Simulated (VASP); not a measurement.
Write the native input for VASP 6.6.1 that does the following.

```
Task                   : single point
Functional             : PBE
Potentials or basis    : VASP PAW PBE potentials, release 64 (Sc_sv, Pd, Pt)
Cutoff                 : 520 eV
k mesh                 : 3 × 3 × 1
Occupations            : fermi-dirac, width 0.1 eV
Spin                   : no spin polarisation
Dipole correction      : no
Further INCAR settings : LREAL = Auto; ALGO = Normal; EDIFF = 1e-06; NBANDS = 103
```

The structure of Sc8Pd8Pt lies in POSCAR:

```
Sc8Pd8Pt
1.0
    6.5989330000      0.0000000000      0.0000000000
    0.0000000000      6.5989330000      0.0000000000
    0.0000000000      0.0000000000     17.9491990000
Sc Pd Pt
8 8 1
Direct
    0.2666340149      0.2389628748      0.1381231552
    0.2180352490      0.2447971513      0.3400374579
    0.2499646534      0.7385284863      0.1263566135
    0.2310676590      0.7649266935      0.3236356118
    0.7474693257      0.2426301343      0.1261114772
    0.7434535250      0.2241271430      0.3184153232
    0.7630021399      0.7738523789      0.1480456036
    0.7783985684      0.7343308380      0.3178136250
    0.0000000000      0.0000000000      0.0557127925
    0.0213519367     -0.0039551849      0.2206783712
    0.0000000000      0.5000050766      0.0557127925
    0.0035914897      0.4533914801      0.2428464914
    0.5000050766      0.0000000000      0.0557127925
    0.4849874972     -0.0281257591      0.2278987491
    0.5000050766      0.5000050766      0.0557127925
    0.5119312471      0.4943829555      0.2463341122
    1.0205134679     -0.0357330496      0.4021739354
```

These files were run (other wordings do the same):

INCAR

```
SYSTEM = Sc8Pd8Pt
PREC     = Accurate       ! precision mode
ENCUT    = 520            ! plane-wave cutoff, eV
EDIFF    = 1E-6           ! SCF threshold, eV
ISMEAR   = -1             ! smearing method
SIGMA    = 0.1            ! smearing width, eV
LREAL    = Auto         
LASPH    = .TRUE.         ! aspherical terms in the spheres
NELM     = 80             ! most SCF steps
ALGO     = Normal         ! electronic algorithm
ISIF     = 2              ! what is computed and relaxed
LWAVE    = .FALSE.        ! write WAVECAR
LCHARG   = .FALSE.        ! write CHGCAR
GGA      = PE             ! functional
NBANDS   = 103            ! bands
```

KPOINTS

```
Automatic mesh
0
G
  3 3 1
  0 0 0
```

Potentials or basis: VASP PAW PBE potentials, release 64 (Sc_sv, Pd, Pt).

Run with:

```sh
$ cat potpaw_PBE.64/Sc_sv/POTCAR potpaw_PBE.64/Pd/POTCAR potpaw_PBE.64/Pt/POTCAR > POTCAR
$ mpirun -np 1 vasp_std > vasp.out
```

Results of the run:

```json
{
  "Largest force": "2.572 eV/Å",
  "Band gap on the k mesh": "zero (bands 89 and 90 overlap by 0.07 eV)"
}
```

Caveat: the atoms stand as in a frame of molecular dynamics; there is no dipole correction, which matters where the two faces differ; spin-orbit coupling is left out, which moves the levels of the heavy elements.

Wall time 16 min on 1 thread of Intel(R) Xeon(R) Platinum 8488C (Sapphire Rapids), on a shared host, peak memory 0.84 GiB.
